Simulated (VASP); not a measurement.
Crystal: SnSe2.

```xyz
3
Lattice="3.8110 0.0000 0.0000 -1.9055 3.3004 0.0000 0.0000 0.0000 6.1360" Properties=species:S:1:pos:R:3 pbc="T T T"
Sn    0.0000    0.0000    0.0000
Se    0.0000    2.2003    1.5279
Se    1.9055    1.1001    4.6081
```

- Program: VASP 6.6.1
- Task: relaxation of cell and atoms
- Functional: PBE
- Potentials or basis: VASP PAW PBE potentials, release 64 (Sn_d, Se)
- Cutoff: 500 eV
- k mesh: 6 × 6 × 4
- Occupations: gaussian, width 0.1 eV
- Spin: no spin polarisation

At the start: pressure 5.7 GPa; volume 25.73 Å³/atom.

Q: How do energy, volume and symmetry change on relaxing?

A: Over 12 steps the energy falls by 41.1 meV/atom and the volume is 29.27 Å³/atom (+13.8 %); space group P-3m1 (No. 164, to 0.05 Å).

Step by step:
| step | energy change (eV) | largest force (eV/Å) | pressure (GPa) | volume (Å³) |
| --- | --- | --- | --- | --- |
| 1 | 0.0000 | 0.7963 | 5.65 | 77.18 |
| 2 | -0.0417 | 0.6328 | -3.31 | 87.77 |
| 3 | -0.1089 | 0.0725 | 0.01 | 82.79 |
| 4 | -0.1089 | 0.0575 | 0.10 | 82.67 |
| 5 | -0.1099 | 0.0662 | 0.11 | 82.79 |
| 6 | -0.1123 | 0.0920 | 0.14 | 83.13 |
| 7 | -0.1135 | 0.1436 | 0.22 | 83.78 |
| 8 | -0.1137 | 0.1273 | 0.19 | 83.59 |
| 9 | -0.1145 | 0.1224 | 0.18 | 83.78 |
| 10 | -0.1167 | 0.1066 | 0.12 | 84.35 |
| 11 | -0.1201 | 0.0744 | 0.03 | 85.50 |
| 12 | -0.1234 | 0.0061 | -0.08 | 87.81 |

Final structure:
```cif
data_structure
_symmetry_space_group_name_H-M 'P 1'
_symmetry_Int_Tables_number 1
_cell_length_a 3.8862
_cell_length_b 3.8862
_cell_length_c 6.7140
_cell_angle_alpha 90.000
_cell_angle_beta 90.000
_cell_angle_gamma 120.000
_cell_volume 87.81
loop_
_atom_site_label
_atom_site_type_symbol
_atom_site_fract_x
_atom_site_fract_y
_atom_site_fract_z
_atom_site_occupancy
Sn1 Sn 0.00000 0.00000 0.00000 1
Se1 Se 0.33333 0.66667 0.23687 1
Se2 Se 0.66667 0.33333 0.76313 1
```

Caveat: this functional lacks dispersion, which binds the layers, so the pressure and a relaxed spacing across them are unreliable; the volume moved by +14 % from the deposited cell, more than functionals usually miss; the relaxation stopped at a loose force limit of 0.05 eV/Å, so its end isn't a converged minimum.
